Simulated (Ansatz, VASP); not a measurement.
Al in VASP and in Ansatz

File INCAR:

```
SYSTEM = Al
  ALGO = Fast
  EDIFF = 1E-7
  ENCUT = 520
  GGA = PS
  ISIF = 2
  ISMEAR = 0
  LASPH = .TRUE.
  LCHARG = .FALSE.
  LREAL = .FALSE.
  LWAVE = .FALSE.
  NBANDS = 10
  NELM = 100
  PREC = Accurate
  SIGMA = 0.15
```

Contents of KPOINTS:

```
k-points
0
G
  18 18 10
  0 0 0
```

File POSCAR:

```
Al
1.0
    2.7699000000      0.0000000000      0.0000000000
   -1.3849500000      2.3988037660      0.0000000000
    0.0000000000      0.0000000000      4.2672000000
Al
2
Direct
    0.6666666667      0.3333333333      0.7500000000
    0.3333333333      0.6666666667      0.2500000000
```

Input for Ansatz:

```yaml
crystal:
  lattice:
    - [2.7699, 0.0, 0.0]
    - [-1.38495, 2.398803766, 0.0]
    - [0.0, 0.0, 4.2672]
  atoms:
    - { symbol: Al, position: [0.6666666667, 0.3333333333, 0.75] }
    - { symbol: Al, position: [0.3333333333, 0.6666666667, 0.25] }
basis:
  ecutwfc: 420
kpoints:
  mp_grid: { grid: [18, 18, 10] }
hamiltonian:
  xc: pbesol
  pseudopotentials: { kind: paw, azcp: { folder: soft_1 } }
scf:
  occupations: { method: gaussian, width: 0.15 }
output:
  forces: true
  stress: true
  eigenvalues: true
```

Alike in both runs: task single point; functional PBEsol; k mesh 18 × 18 × 10; occupations gaussian, width 0.15 eV; no spin polarisation.

|  | VASP | Ansatz |
| --- | --- | --- |
| version | VASP 6.6.1 | Ansatz 0.2.0 |
| potentials or method | VASP PAW PBE potentials, release 64 (Al), cutoff 520 eV | scalar-relativistic, plane waves, PAW |
| valence electrons in the cell | 6 | 6 |

Ansatz gave:

| Property | Result |
| --- | --- |
| gap on the k mesh at the Fermi level (eV) | none |
| pressure (GPa) | 15.5 |
| traceless stress, the component that is largest in VASP (GPa) | 5.98 |

Problem. Which values does VASP return?

Solution. gap on the k mesh at the Fermi level (eV): none; pressure (GPa): 15.6; traceless stress, the component that is largest in VASP (GPa): 6.02.

VASP's potentials were made for PBE, not for PBEsol, and Ansatz warns of the same on its side. A gap of «none» marks a metal or a gap that the smearing closes.
